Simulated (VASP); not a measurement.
# LiF (I4/mmm) in VASP: further runs, part 2 of 2

VASP 6.6.1. The steps go on from the part before.

### 4 Single point, PBE

The input, INCAR:

```
SYSTEM = LiF
PREC     = Accurate       ! precision mode
ENCUT    = 520            ! plane-wave cutoff, eV
EDIFF    = 1E-6           ! SCF threshold, eV
ISMEAR   = 0              ! smearing method
SIGMA    = 0.02           ! smearing width, eV
LREAL    = .FALSE.        ! projectors in reciprocal space
LASPH    = .TRUE.         ! aspherical terms in the spheres
NELM     = 100            ! most SCF steps
ALGO     = Normal         ! electronic algorithm
ISIF     = 2              ! what is computed and relaxed
LWAVE    = .FALSE.        ! write WAVECAR
LCHARG   = .TRUE.         ! write CHGCAR
GGA      = PE             ! functional
LELF     = .TRUE.         ! ELF
LVHAR    = .TRUE.       
NBANDS   = 18             ! bands
```

The input, KPOINTS:

```
regular mesh
0
G
  10 10 10
  0 0 0
```

The input, POSCAR:

```
LiF
1.0
   -1.8406191536      1.8406191536      5.0688811719
    1.8406191536     -1.8406191536      5.0688811719
    1.8406191536      1.8406191536     -5.0688811719
Li F
2 2
Direct
    0.7500000000      0.2500000000      0.5000000000
    0.2500000000      0.7500000000      0.5000000000
    0.2952992740      0.2952992740      0.0000000000
    0.7047007260      0.7047007260      0.0000000000
```

Potentials or basis: VASP PAW PBE potentials, release 64 (Li_sv, F).

Run with:

```sh
$ cat potpaw_PBE.64/Li_sv/POTCAR potpaw_PBE.64/F/POTCAR > POTCAR
$ mpirun -np 1 vasp_std > vasp.out
```

OUTCAR:

```text
SYSTEM = LiF
   PREC = Accurate
   ENCUT = 520
   EDIFF = 1E-6
   ISMEAR = 0
   LREAL = .FALSE.
   LASPH = .TRUE.
   NELM = 100
   ISIF = 2
   GGA = PE

 ion  position               nearest neighbor table
   1  0.750  0.250  0.500-   3 1.90   4 1.90   3 1.90   4 1.90   2 2.60   2 2.60   2 2.60   2 2.60

   2  0.250  0.750  0.500-   3 1.90   4 1.90   3 1.90   4 1.90   1 2.60   1 2.60   1 2.60   1 2.60

   3  0.295  0.295  0.000-   1 1.90   2 1.90   2 1.90   1 1.90
   4  0.705  0.705  0.000-   2 1.90   1 1.90   1 1.90   2 1.90

  LATTYP: Found a body centered tetragonal cell.
[... 704 lines left out ...]
  --------------------------------------------------------------------------------------
  -------------------------------------------------------------------------------------
  Total       -0.0192579     -0.0192579     -0.0723560      0.0000000      0.0000000      0.0000000
  in kB       -0.4491790     -0.4491790     -1.6876602      0.0000000      0.0000000      0.0000000
  external PRESSURE =      -0.8620061 kB  Pullay stress =       0.0000000 kB

 VOLUME and BASIS-vectors are now :
 -----------------------------------------------------------------------------
  energy-cutoff  :      520.00
  volume of cell :       68.69
      direct lattice vectors                 reciprocal lattice vectors
    -1.840619154  1.840619154  5.068881172     0.000000000  0.271647722  0.098641097
     1.840619154 -1.840619154  5.068881172     0.271647722  0.000000000  0.098641097
     1.840619154  1.840619154 -5.068881172     0.271647722  0.271647722  0.000000000

 POSITION                                       TOTAL-FORCE (eV/Angst)
 -----------------------------------------------------------------------------------
      0.00000      1.84062      2.53444        -0.000000     -0.000000     -0.000000
      1.84062      0.00000      2.53444        -0.000000     -0.000000     -0.000000
      0.00000      0.00000      2.99367         0.000000      0.000000      0.001576
      0.00000      0.00000      7.14409        -0.000000     -0.000000     -0.001576
 -----------------------------------------------------------------------------------
    total drift:                               -0.000000     -0.000000      0.000000

  FREE ENERGIE OF THE ION-ELECTRON SYSTEM (eV)
  ---------------------------------------------------
  free  energy   TOTEN  =       -18.8548359846 eV

  energy  without entropy=      -18.8548359846  energy(sigma->0) =      -18.85483598
```

OSZICAR:

```text
N       E                     dE             d eps       ncg     rms          rms(c)
DAV:   1     0.143968977612E+03    0.14397E+03   -0.10103E+04  3672   0.111E+03
DAV:   2    -0.670011100421E+01   -0.15067E+03   -0.14537E+03  4042   0.286E+02
DAV:   3    -0.209401741702E+02   -0.14240E+02   -0.14164E+02  6480   0.724E+01
DAV:   4    -0.214205396260E+02   -0.48037E+00   -0.47943E+00  5094   0.108E+01
DAV:   5    -0.214286260850E+02   -0.80865E-02   -0.80856E-02  5208   0.154E+00    0.811E+00
DAV:   6    -0.190980347044E+02    0.23306E+01   -0.63857E+00  4036   0.168E+01    0.257E+00
DAV:   7    -0.189414645548E+02    0.15657E+00   -0.27523E-01  5164   0.288E+00    0.178E+00
DAV:   8    -0.188408655030E+02    0.10060E+00   -0.21193E-01  4582   0.379E+00    0.690E-01
DAV:   9    -0.188490931313E+02   -0.82276E-02   -0.49782E-02  4232   0.152E+00    0.342E-01
DAV:  10    -0.188547944330E+02   -0.57013E-02   -0.11378E-02  4050   0.784E-01    0.441E-02
DAV:  11    -0.188548454278E+02   -0.50995E-04   -0.50234E-04  4388   0.170E-01    0.243E-02
DAV:  12    -0.188548371094E+02    0.83184E-05   -0.10362E-04  3938   0.724E-02    0.693E-03
DAV:  13    -0.188548356853E+02    0.14241E-05   -0.58569E-06  5394   0.159E-02    0.190E-03
DAV:  14    -0.188548359846E+02   -0.29928E-06   -0.19995E-07  3286   0.405E-03
   1 F= -.18854836E+02 E0= -.18854836E+02  d E =-.192665E-84
```

stdout:

```text
POSCAR found type information on POSCAR LiF
 POSCAR found :  2 types and       4 ions
 scaLAPACK will be used
 LDA part: xc-table for (Slater+PW92), standard interpolation
 POSCAR, INCAR and KPOINTS ok, starting setup
 FFT: planning ... GRIDC
 FFT: planning ... GRID_SOFT
 FFT: planning ... GRID
 WAVECAR not read
 entering main loop
```

Run time: 2.6 min. Hardware: 1 thread of AMD EPYC 7R13 (Zen 3), shared host; peak memory 0.27 GiB.

Results:

```yaml
Free_energy: -18.8548 eV
Band_gap_on_the_k_mesh: 6.46 eV (least direct gap 6.65 eV)
```

Caveat: the cutoff is under 1.25 times the usual one of these potentials, so pressure, stress and relaxed cells hold a basis-set (Pulay) error. A k mesh can miss the band edges.

### 5 Relaxation of cell and atoms, PBE

The input, INCAR:

```
SYSTEM = LiF
PREC = Accurate
ENCUT = 600
EDIFF = 1E-6
ISMEAR = 0
SIGMA = 0.02
LREAL = .False.
LASPH = .True.
NELM = 100
ALGO = Normal
ISIF = 3
LWAVE = .False.
LCHARG = .False.
GGA = PE
IBRION = 2
NSW = 100
EDIFFG = -0.01
```

The input, KPOINTS:

```
regular mesh
0
Gamma
  10 10 10
  0 0 0
```

POSCAR is that of step 4.

Run with:

```sh
$ cat potpaw_PBE.64/Li_sv/POTCAR potpaw_PBE.64/F/POTCAR > POTCAR
$ mpirun -np 1 vasp_std > vasp.out
```

Run time: 29 min. Hardware: 1 thread of AMD EPYC 7R13 (Zen 3), shared host; peak memory 0.36 GiB.

Results (log left out):

```
Free energy                           : -18.8711 eV
Relaxed volume                        : 15.20 Å³/atom
Relaxed cell                          : a = 5.195 Å, b = 5.195 Å, c = 5.195 Å, α = 138.55°, β = 138.55°, γ = 60.06°
Space group after relaxing (to 0.1 Å) : I4/mmm (No. 139)
Energy gained by relaxing             : 3.0 meV/atom
Ionic steps                           : 19
Pressure after relaxing               : -0.1 GPa
Band gap on the k mesh                : 6.49 eV (least direct gap 6.73 eV)
```

The path:
| step | energy change (eV) | largest force (eV/Å) | pressure (GPa) | volume (Å³) |
| --- | --- | --- | --- | --- |
| 1 | 0.0000 | 0.0010 | -0.21 | 68.69 |
| 2 | -0.0003 | 0.0091 | -0.14 | 68.46 |
| 3 | -0.0005 | 0.0296 | 0.08 | 67.88 |
| 4 | -0.0007 | 0.0304 | 0.09 | 67.77 |
| 5 | -0.0012 | 0.0323 | 0.11 | 67.44 |
| 6 | -0.0022 | 0.0365 | 0.16 | 66.77 |
| 7 | -0.0041 | 0.0462 | 0.27 | 65.44 |
| 8 | -0.0070 | 0.0636 | 0.53 | 62.79 |
| 9 | -0.0044 | 0.0918 | 1.27 | 57.56 |
| 10 | -0.0075 | 0.0765 | 0.73 | 61.26 |
| 11 | -0.0080 | 0.0737 | 0.71 | 61.16 |
| 12 | -0.0092 | 0.0634 | 0.61 | 60.83 |
| 13 | -0.0109 | 0.0424 | 0.44 | 60.17 |
| 14 | -0.0116 | 0.0004 | 0.10 | 58.84 |
| 15 | -0.0118 | 0.0138 | 0.23 | 59.27 |
| 16 | -0.0118 | 0.0150 | 0.22 | 59.31 |
| 17 | -0.0119 | 0.0133 | 0.20 | 59.46 |
| 18 | -0.0121 | 0.0082 | 0.11 | 59.90 |
| 19 | -0.0120 | 0.0003 | -0.07 | 60.79 |

Final structure:
```
CELL_PARAMETERS angstrom
-1.83829 1.83829 4.49745
1.83829 -1.83829 4.49745
1.83829 1.83829 -4.49745
ATOMIC_POSITIONS crystal
Li 0.75000 0.25000 0.50000
Li 0.25000 0.75000 0.50000
F 0.30050 0.30050 0.00000
F 0.69950 0.69950 0.00000
```

Levels at points of the mesh, in eV from the valence-band top:
| k point | band 8 | band 9 | band 10 | band 11 | band 12 | band 13 |
| --- | --- | --- | --- | --- | --- | --- |
| (0.00, 0.00, 0.00) | -0.34 | -0.24 | -0.24 | 6.49 | 11.40 | 14.80 |
| (0.50, 0.00, 0.00) | -1.05 | -0.22 | -0.06 | 9.16 | 9.89 | 12.58 |
| (0.50, 0.50, 0.00) | -0.36 | -0.14 | -0.10 | 10.61 | 10.82 | 12.18 |
| (0.50, 0.50, 0.50) | -0.22 | -0.22 | -0.16 | 7.77 | 10.07 | 15.84 |

Caveat: the cutoff is under 1.25 times the usual one of these potentials, so pressure, stress and relaxed cells hold a basis-set (Pulay) error.

### 6 Overview

```tsv
task	cell	cutoff (eV)	gap on the mesh (eV)	pressure (GPa)	relaxed volume (Å³/atom)
single point	a = 5.698 Å, angles 142.3, 142.3, 54.4°, 4 atoms, atomic positions A	520	6.46	-	-
relaxation of cell and atoms	relaxed from a = 5.141 Å, angles 137.9, 137.9, 61.0°, 4 atoms, atomic positions B	600	6.46	-0.1	15.05
relaxation of cell and atoms	relaxed from a = 5.698 Å, angles 142.3, 142.3, 54.4°, 4 atoms, atomic positions A	600	6.49	-0.1	15.20
```

Alike in all rows: level PBE; potentials or basis VASP PAW PBE potentials, release 64 (Li_sv, F); no spin polarisation; k mesh 10 × 10 × 10; smearing gaussian 0.02 eV.

Caveats: the cutoff is under 1.25 times the usual one of these potentials, so pressure, stress and relaxed cells hold a basis-set (Pulay) error.

Absolute energies hang on the potentials; compare differences alone.
